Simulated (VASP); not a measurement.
A run of VASP 6.6.1 is set up as follows.

The input INCAR:

```
SYSTEM = CuAu
PREC = Accurate ; ENCUT = 520
EDIFF = 1E-8 ; ISMEAR = -1
SIGMA = 0.05 ; LREAL = .FALSE.
LASPH = .TRUE. ; NELM = 60
ALGO = Normal ; ISIF = 2
LWAVE = .FALSE. ; LCHARG = .FALSE.
GGA = PS ; LEFG = .TRUE.
NBANDS = 18
```

KPOINTS

```
Automatic mesh
0
G
  13 13 10
  0 0 0
```

File POSCAR:

```
CuAu
1.0
    2.8549159028      0.0000000000      0.0000000000
    0.0000000000      2.8549159028      0.0000000000
    0.0000000000      0.0000000000      3.7419790583
Cu Au
1 1
Direct
    0.5000000000      0.5000000000      0.5000000000
    0.0000000000      0.0000000000      0.0000000000
```

Potentials or basis: VASP PAW PBE potentials, release 64 (Cu, Au).

Command:

```bash
$ cat potpaw_PBE.64/Cu/POTCAR potpaw_PBE.64/Au/POTCAR > POTCAR
$ mpirun -np 1 vasp_std > vasp.out
```

Problem. Predict the pressure.

Solution. -9.9 GPa.

Problem. What does it give for the band gap on the k mesh?

Solution. Zero (bands 11 and 12 overlap by 6.08 eV).

Electric field gradients, principal values (V/Å²):
```
atom    least   middle  greatest (by size)
1 Cu    6.122    6.122             -12.244
2 Au  -34.049  -34.049              68.099
```

Caveat: the cell stands under tension; without QUAD_EFG the Cq values of the log hold for a quadrupole moment of 1 mb, not for the nuclei; the PAW data sets were made with another functional, which shifts forces and pressure a little; spin-orbit coupling is left out, which moves the levels of the heavy elements.
